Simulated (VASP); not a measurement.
# SrVO3 (Pm-3m) in VASP: further runs

Runs on SrVO3. Level: PBE. Tasks: single point.

Everything below comes from runs of VASP 6.6.1. Logs are shortened: lines on timing, memory, paths and dates and some standing lists are left out, and cuts for length are marked.

### Step 1. The cell of the first run

It takes space group Pm-3m (No. 221, cubic). The conventional cell has a = 3.858 Å, b = 3.858 Å, c = 3.858 Å, α = 90.00°, β = 90.00°, γ = 90.00°. Within 3.6 Å of Sr (site symmetry m-3m) lie 12 O at 2.73 Å and 8 V at 3.34 Å. Within 2.6 Å of V (site symmetry m-3m) lie 6 O at 1.93 Å. O (site symmetry 4/mmm) has 2 V at 1.93 Å within 2.6 Å.

### Step 2. Single point, PBE

The input, INCAR:

```
SYSTEM = SrVO3
PREC     = Accurate       ! precision mode
ENCUT    = 520            ! plane-wave cutoff, eV
EDIFF    = 1E-7           ! SCF threshold, eV
ISMEAR   = 0              ! smearing method
SIGMA    = 0.05           ! smearing width, eV
LREAL    = .FALSE.        ! projectors in reciprocal space
LASPH    = .TRUE.         ! aspherical terms in the spheres
NELM     = 60             ! most SCF steps
ALGO     = Normal         ! electronic algorithm
ISIF     = 2              ! what is computed and relaxed
LWAVE    = .FALSE.        ! write WAVECAR
LCHARG   = .TRUE.         ! write CHGCAR
GGA      = PE             ! functional
LELF     = .TRUE.         ! ELF
LVHAR    = .TRUE.       
NBANDS   = 28             ! bands
```

The input, KPOINTS:

```
Automatic mesh
0
G
  8 8 8
  0 0 0
```

The input, POSCAR:

```
SrVO3
1.0
    3.8579762213      0.0000000000      0.0000000000
    0.0000000000      3.8579762213      0.0000000000
    0.0000000000      0.0000000000      3.8579762213
Sr V O
1 1 3
Direct
    0.5000000000      0.5000000000      0.5000000000
    0.0000000000      0.0000000000      0.0000000000
    0.5000000000      0.0000000000      0.0000000000
    0.0000000000      0.5000000000      0.0000000000
    0.0000000000      0.0000000000      0.5000000000
```

Potentials or basis: VASP PAW PBE potentials, release 64 (Sr_sv, V_sv, O).

Started as:

```sh
> cat potpaw_PBE.64/Sr_sv/POTCAR potpaw_PBE.64/V_sv/POTCAR potpaw_PBE.64/O/POTCAR > POTCAR
> mpirun -np 1 vasp_std > vasp.out
```

OUTCAR:

```text
SYSTEM = SrVO3
   PREC = Accurate
   ENCUT = 520
   EDIFF = 1E-7
   ISMEAR = 0
   LREAL = .FALSE.
   LASPH = .TRUE.
   NELM = 60
   ISIF = 2
   GGA = PE

 ion  position               nearest neighbor table
   1  0.500  0.500  0.500-   3 2.73   4 2.73   5 2.73   3 2.73   4 2.73   3 2.73   5 2.73   3 2.73
                             4 2.73   5 2.73   4 2.73   5 2.73   2 3.34   2 3.34   2 3.34   2 3.34
   2  0.000  0.000  0.000-   3 1.93   4 1.93   5 1.93   5 1.93   4 1.93   3 1.93   1 3.34   1 3.34
                             1 3.34   1 3.34   1 3.34   1 3.34   1 3.34   1 3.34
   3  0.500  0.000  0.000-   2 1.93   2 1.93   1 2.73   1 2.73   1 2.73   1 2.73
   4  0.000  0.500  0.000-   2 1.93   2 1.93   1 2.73   1 2.73   1 2.73   1 2.73
   5  0.000  0.000  0.500-   2 1.93   2 1.93   1 2.73   1 2.73   1 2.73   1 2.73

  LATTYP: Found a simple cubic cell.
 ALAT       =     3.8579762213

  Lattice vectors:

 A1 = (   3.8579762213,   0.0000000000,   0.0000000000)
 A2 = (   0.0000000000,   3.8579762213,   0.0000000000)
 A3 = (   0.0000000000,   0.0000000000,   3.8579762213)

Analysis of symmetry for initial positions (statically):
=====================================================================
 Subroutine PRICEL returns:
 Original cell was already a primitive cell.

 Routine SETGRP: Setting up the symmetry group for a
 simple cubic supercell.

 Subroutine GETGRP returns: Found 48 space group operations
 (whereof 48 operations were pure point group operations)
 out of a pool of 48 trial point group operations.

The static configuration has the point symmetry O_h .

Analysis of symmetry for dynamics (positions and initial velocities):
=====================================================================
 Subroutine PRICEL returns:
 Original cell was already a primitive cell.

 Routine SETGRP: Setting up the symmetry group for a
 simple cubic supercell.

 Subroutine GETGRP returns: Found 48 space group operations
 (whereof 48 operations were pure point group operations)
 out of a pool of 48 trial point group operations.

The dynamic configuration has the point symmetry O_h .

 Subroutine INISYM returns: Found 48 space group operations
 (whereof 48 operations are pure point group operations),
 and found     1 'primitive' translations

----------------------------------------------------------------------------------------

                                     Primitive cell

  volume of cell :      57.4220

  direct lattice vectors                    reciprocal lattice vectors
     3.857976221  0.000000000  0.000000000     0.259203256  0.000000000  0.000000000
     0.000000000  3.857976221  0.000000000     0.000000000  0.259203256  0.000000000
     0.000000000  0.000000000  3.857976221     0.000000000  0.000000000  0.259203256

  length of vectors
     3.857976221  3.857976221  3.857976221     0.259203256  0.259203256  0.259203256

  position of ions in fractional coordinates (direct lattice)
     0.500000000  0.500000000  0.500000000
     0.000000000  0.000000000  0.000000000
     0.500000000  0.000000000  0.000000000
     0.000000000  0.500000000  0.000000000
     0.000000000  0.000000000  0.500000000

  ion indices of the primitive-cell ions
   primitive index   ion index
                 1           1
                 2           2
                 3           3
                 4           4
                 5           5

----------------------------------------------------------------------------------------

 KPOINTS: Automatic mesh

Automatic generation of k-mesh.
 Grid dimensions read from file:
 generate k-points for:    8    8    8

 Generating k-lattice:

  Cartesian coordinates                     Fractional coordinates (reciprocal lattice)
     0.032400407  0.000000000  0.000000000     0.125000000  0.000000000  0.000000000
     0.000000000  0.032400407  0.000000000     0.000000000  0.125000000  0.000000000
     0.000000000  0.000000000  0.032400407     0.000000000  0.000000000  0.125000000

  Length of vectors
     0.032400407  0.032400407  0.032400407

  Shift w.r.t. Gamma in fractional coordinates (k-lattice)
     0.000000000  0.000000000  0.000000000

 Subroutine IBZKPT returns following result:
 ===========================================

 Found     35 irreducible k-points:

 Following reciprocal coordinates:
            Coordinates               Weight
  0.000000  0.000000  0.000000      1.000000
  0.125000  0.000000  0.000000      6.000000
  0.250000  0.000000  0.000000      6.000000
  0.375000  0.000000  0.000000      6.000000
  0.500000  0.000000  0.000000      3.000000
  0.125000  0.125000  0.000000     12.000000
[... 16 lines left out ...]
  0.375000  0.375000  0.125000     24.000000
  0.500000  0.375000  0.125000     24.000000
 [... further k-points ...]
   k-points           NKPTS =     35   k-points in BZ     NKDIM =     35   number of bands    NBANDS=     28
   number of dos      NEDOS =    301   number of ions     NIONS =      5
   total plane-waves  NPLWV =  27000
   dimension x,y,z NGX =    30 NGY =   30 NGZ =   30
   dimension x,y,z NGXF=    60 NGYF=   60 NGZF=   60
   ions per type =               1   1   3
   NGX,Y,Z   is equivalent  to a cutoff of  12.93, 12.93, 12.93 a.u.
   NGXF,Y,Z  is equivalent  to a cutoff of  25.85, 25.85, 25.85 a.u.
 SYSTEM =  SrVO3
   PREC   = accura    normal or accurate (medium, high low for compatibility)
   ISTART =      0    job   : 0-new  1-cont  2-samecut
   ICHARG =      2    charge: 1-file 2-atom 10-const
   ISPIN  =      1    spin polarized calculation?
   LNONCOLLINEAR =      F non collinear calculations
   LSORBIT =      F    spin-orbit coupling
   LASPH  =      T    aspherical Exc in radial PAW
   ENCUT  =  520.0 eV  38.22 Ry    6.18 a.u.   7.17  7.17  7.17*2*pi/ulx,y,z
   NELM   =     60;   NELMIN=  2; NELMDL= -5     # of ELM steps
   EDIFF  = 0.1E-06   stopping-criterion for ELM
   LREAL  =      F    real-space projection
   EDIFFG = 0.1E-05   stopping-criterion for IOM
   NSW    =      0    number of steps for IOM
   IBRION =     -1    ionic relax: 0-MD 1-quasi-New 2-CG
   NFREE  =      0    steps in history (QN), initial steepest desc. (CG)
   ISIF   =      2    stress and relaxation
   ISYM   =      2    0-nonsym 1-usesym 2-fastsym
   POTIM  = 0.5000    time-step for ionic-motion
   TEBEG  =    0.0;   TEEND  =   0.0 temperature during run
   PSTRESS=    0.0 pullay stress
   NELECT =      41.0000    total number of electrons
   NUPDOWN=      -1.0000    fix difference up-down
   EMIN   =  10.00;   EMAX   =-10.00  energy-range for DOS
   EFERMI =   0.00;   METHOD = LEGACY
   ISMEAR =     0;   SIGMA  =   0.05  broadening in eV -4-tet -1-fermi 0-gaus
   EFERMI_NEDOS =   21; number of points for ismear=-14 and -15
   IALGO  =     38    algorithm
   IMIX   =      4    mixing-type and parameters
     AMIX     =   0.40;   BMIX     =  1.00
     AMIX_MAG =   1.60;   BMIX_MAG =  1.00
  volume/ion in A,a.u.               =      11.48        77.50
  Fermi-wavevector in a.u.,A,eV,Ry     =   1.463221  2.765087 29.130284  2.141015
  Thomas-Fermi vector in A             =   2.579342
   LORBIT       =      0    0 simple, 1 ext, 2 COOP (PROOUT), +10 PAW based schemes
   GGA     = PE    functional components
   LHFCALC =     F    Hartree Fock is set to
   AEXX    =    0.0000 exact exchange contribution
   IVDW    =     0    specifies the selected vdW correction
   LEPSILON=     F    determine dielectric tensor
   LRPA    =     F    only Hartree local field effects (RPA)
 non-spin polarized calculation
 Gauss-broadening in eV      SIGMA  =   0.05
  energy-cutoff  :      520.00
  volume of cell :       57.42
 maximum number of plane-waves:      1568
 NGX is ok and might be reduce to    30
   NGX = 15   NGY = 15   NGZ = 15

 number of electron      41.0000018 magnetization

 Free energy of the ion-electron system (eV)
  ---------------------------------------------------
  ext. energy  EPLUGINS =         0.00000000
  ---------------------------------------------------
  free energy    TOTEN  =       -39.27652876 eV

  energy without entropy =      -39.27139976  energy(sigma->0) =      -39.27396426

 E-fermi :   6.3067     XC(G=0): -11.5022

 val. band max:        6.2533040468   @ k =   0.2500   0.2500   0.0000
 cond. band min:       6.3150199537   @ k =   0.2500   0.0000   0.0000
 fundamental gap:      0.0617159068
 Fermi energy:         6.3067093748

 k-point     1 :       0.0000    0.0000    0.0000
  band No.  band energies     occupation
      1     -59.7064      2.00000
      2     -33.5348      2.00000
      3     -33.5348      2.00000
      4     -33.5348      2.00000
      5     -28.4131      2.00000
      6     -13.5267      2.00000
[... 20 lines left out ...]
     27       9.7412      0.00000
     28      10.8108      0.00000

 k-point     2 :       0.1250    0.0000    0.0000
  band No.  band energies     occupation
      1     -59.7063      2.00000
      2     -33.5397      2.00000
      3     -33.5346      2.00000
      4     -33.5346      2.00000
      5     -28.4087      2.00000
      6     -13.5289      2.00000
[... 20 lines left out ...]
     27      10.0258      0.00000
     28      11.1818      0.00000

 k-point     3 :       0.2500    0.0000    0.0000
  band No.  band energies     occupation
      1     -59.7061      2.00000
      2     -33.5516      2.00000
      3     -33.5340      2.00000
      4     -33.5340      2.00000
      5     -28.3981      2.00000
      6     -13.5729      2.00000
[... 20 lines left out ...]
     27      10.7079      0.00000
     28      12.1830      0.00000

 k-point     4 :       0.3750    0.0000    0.0000
  band No.  band energies     occupation
      1     -59.7058      2.00000
      2     -33.5635      2.00000
      3     -33.5334      2.00000
      4     -33.5334      2.00000
      5     -28.3875      2.00000
      6     -13.6578      2.00000
[... 578 lines left out ...]
     27      12.5843      0.00000
     28      12.8695      0.00000

 k-point    23 :       0.3750    0.3750    0.1250
  band No.  band energies     occupation
      1     -59.7051      2.00000
      2     -33.5613      2.00000
      3     -33.5611      2.00000
      4     -33.5370      2.00000
      5     -28.3648      2.00000
      6     -13.0775      2.00000
[... 20 lines left out ...]
     27      12.6477      0.00000
     28      13.0769      0.00000

 k-point    24 :       0.5000    0.3750    0.1250
  band No.  band energies     occupation
      1     -59.7050      2.00000
      2     -33.5660      2.00000
      3     -33.5609      2.00000
      4     -33.5367      2.00000
      5     -28.3614      2.00000
      6     -12.9765      2.00000
[... 20 lines left out ...]
     27      12.6442      0.00000
     28      13.2034      0.00000

 [... further k-points ...]

------------------------ aborting loop because EDIFF is reached ----------------------------------------

  FORCE on cell =-STRESS in cart. coord.  units (eV):
  Direction    XX          YY          ZZ          XY          YZ          ZX
  --------------------------------------------------------------------------------------
  -------------------------------------------------------------------------------------
  Total        0.2990217      0.2990217      0.2990217     -0.0000000      0.0000000      0.0000000
  in kB        8.3432392      8.3432392      8.3432392     -0.0000000      0.0000000      0.0000000
  external PRESSURE =       8.3432392 kB  Pullay stress =       0.0000000 kB

 VOLUME and BASIS-vectors are now :
 -----------------------------------------------------------------------------
  energy-cutoff  :      520.00
  volume of cell :       57.42
      direct lattice vectors                 reciprocal lattice vectors
     3.857976221  0.000000000  0.000000000     0.259203256  0.000000000  0.000000000
     0.000000000  3.857976221  0.000000000     0.000000000  0.259203256  0.000000000
     0.000000000  0.000000000  3.857976221     0.000000000  0.000000000  0.259203256

 POSITION                                       TOTAL-FORCE (eV/Angst)
 -----------------------------------------------------------------------------------
      1.92899      1.92899      1.92899         0.000000      0.000000      0.000000
      0.00000      0.00000      0.00000         0.000000      0.000000      0.000000
      1.92899      0.00000      0.00000         0.000000      0.000000      0.000000
      0.00000      1.92899      0.00000         0.000000      0.000000      0.000000
      0.00000      0.00000      1.92899         0.000000      0.000000      0.000000
 -----------------------------------------------------------------------------------
    total drift:                                0.000000     -0.000000      0.000000

  FREE ENERGIE OF THE ION-ELECTRON SYSTEM (eV)
  ---------------------------------------------------
  free  energy   TOTEN  =       -39.2765287578 eV

  energy  without entropy=      -39.2713997623  energy(sigma->0) =      -39.27396426
```

Wall time 2.3 min (1 thread of Intel Xeon 8259CL, shared host); peak memory 0.21 GiB.

Results:

* Free energy: -39.2765 eV
* Pressure: 0.8 GPa
* Band gap on the k mesh: zero (an odd number of electrons rules out a gap without spin polarisation)

Caveat: an odd number of electrons without spin polarisation forces a metal; a magnetic or distorted state may lie lower; the run has no spin polarisation, though such a crystal can be magnetic; semilocal functionals often make such compounds metallic where correlation or magnetic order opens a gap, which also shifts bond lengths. With open d or f shells a metallic result of PBE can be an artefact of self-interaction; +U or a hybrid may open a gap.

### Step 3. Single point, PBE, collinear spin (11.48 Å³/atom)

The input, INCAR:

```
SYSTEM = SrVO3
PREC     = Accurate       ! precision mode
ENCUT    = 520            ! plane-wave cutoff, eV
EDIFF    = 1E-6           ! SCF threshold, eV
ISMEAR   = 0              ! smearing method
SIGMA    = 0.05           ! smearing width, eV
LREAL    = .FALSE.        ! projectors in reciprocal space
LASPH    = .TRUE.         ! aspherical terms in the spheres
NELM     = 150            ! most SCF steps
ALGO     = Normal         ! electronic algorithm
ISIF     = 2              ! what is computed and relaxed
LWAVE    = .FALSE.        ! write WAVECAR
LCHARG   = .FALSE.        ! write CHGCAR
ISPIN    = 2              ! spin polarisation
MAGMOM   = 0 0.13 0 0 0   ! initial moments
LORBIT   = 11             ! projections on sites
LMAXMIX  = 4              ! l up to which the mixer works
GGA      = PE             ! functional
NBANDS   = 32             ! bands
```

KPOINTS is that of step 2.

POSCAR is that of step 2.

Potentials or basis: VASP PAW PBE potentials, release 64 (Sr_sv, V_sv, O).

Started as:

```sh
> cat potpaw_PBE.64/Sr_sv/POTCAR potpaw_PBE.64/V_sv/POTCAR potpaw_PBE.64/O/POTCAR > POTCAR
> mpirun -np 1 vasp_std > vasp.out
```

Run time: 3.7 min. Hardware: 1 thread of Intel Xeon 8259CL, shared host; peak memory 0.26 GiB.

Results (log left out):

```
Free energy                                           : -39.2785 eV
Pressure                                              : 0.9 GPa
Net moment                                            : 0.15 μB per cell
Site moments                                          : Sr +0.00; V +0.14; O +0.00 μB
Valence electrons inside the program's atomic spheres : Sr 8.01; V 11.56; O 5.04
```

Levels at points of the mesh, in eV from the Fermi level:
Spin up:
```
           k point  band 16  band 17  band 18  band 19  band 20  band 21  band 22  band 23  band 24  band 25
(0.00, 0.00, 0.00)    -3.31    -3.31    -2.50    -2.50    -2.50    -1.12    -1.12    -1.12     1.10     1.10
(0.50, 0.00, 0.00)    -4.62    -4.62    -4.15    -2.93    -2.93    -1.00     0.77     0.77     1.11     3.37
(0.50, 0.50, 0.00)    -5.14    -4.19    -3.69    -3.69    -2.20     0.75     0.75     1.10     2.11     5.24
(0.50, 0.50, 0.50)    -5.96    -5.96    -2.11    -2.11    -2.11     1.32     1.32     1.32     5.09     5.09
```
Spin down:
| k point | band 17 | band 18 | band 19 | band 20 | band 21 | band 22 | band 23 | band 24 |
| --- | --- | --- | --- | --- | --- | --- | --- | --- |
| (0.00, 0.00, 0.00) | -3.30 | -2.50 | -2.50 | -2.50 | -0.96 | -0.96 | -0.96 | 1.18 |
| (0.50, 0.00, 0.00) | -4.58 | -4.15 | -2.93 | -2.93 | -0.83 | 0.92 | 0.92 | 1.19 |
| (0.50, 0.50, 0.00) | -4.18 | -3.69 | -3.69 | -2.20 | 0.90 | 0.90 | 1.26 | 2.18 |
| (0.50, 0.50, 0.50) | -5.93 | -2.10 | -2.10 | -2.10 | 1.48 | 1.48 | 1.48 | 5.09 |

Caveat: semilocal functionals often make such compounds metallic where correlation or magnetic order opens a gap, which also shifts bond lengths.

(Part 1 of 2 ends here.)

The gap in the log of VASP goes by the Fermi energy; the results here count the filled bands.